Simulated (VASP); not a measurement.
Write the native input for VASP 6.6.1 that does the following.

```yaml
Task: single point
Functional: PBEsol
Potentials_or_basis: VASP PAW PBE potentials, release 64 (Al, Ru_pv)
Cutoff: 520 eV
k_mesh: 16 × 16 × 16
Occupations: gaussian, width 0.15 eV
Spin: no spin polarisation
Dipole_correction: no
Further_INCAR_settings: ALGO = Fast; EDIFF = 1e-06; NBANDS = 16
```

The structure of AlRu lies in POSCAR:

```
AlRu
1.0
    2.9916000000      0.0000000000      0.0000000000
    0.0000000000      2.9916000000      0.0000000000
    0.0000000000      0.0000000000      3.0065580000
Al Ru
1 1
Direct
    0.0000000000      0.0000000000      0.0000000000
    0.5000000000      0.5000000000      0.5000000000
```

This cell differs from its parent crystal: strain +0.0050 x Voigt [0, 0, 1, 0, 0, 0].

The input as run:

INCAR

```
SYSTEM = AlRu
  ALGO = Fast
  EDIFF = 1E-6
  ENCUT = 520
  GGA = PS
  ISIF = 2
  ISMEAR = 0
  LASPH = .TRUE.
  LCHARG = .TRUE.
  LELF = .TRUE.
  LREAL = .FALSE.
  LVHAR = .TRUE.
  LWAVE = .FALSE.
  NBANDS = 16
  NELM = 60
  PREC = Accurate
  SIGMA = 0.15
```

KPOINTS

```
k-points
0
G
  16 16 16
  0 0 0
```

Potentials or basis: VASP PAW PBE potentials, release 64 (Al, Ru_pv).

Run with:

```console
$ cat potpaw_PBE.64/Al/POTCAR potpaw_PBE.64/Ru_pv/POTCAR > POTCAR
$ mpirun -np 1 vasp_std > vasp.out
```

It gave:

```
Pressure : -4.2 GPa
```

Caveat: the cell differs from its parent crystal (strain +0.0050 x Voigt [0, 0, 1, 0, 0, 0]); the PAW data sets were made with another functional, which shifts forces and pressure a little.

Wall time 39 s on 1 thread of Intel(R) Xeon(R) 6975P-C (Granite Rapids), on a shared host, peak memory 0.27 GiB.
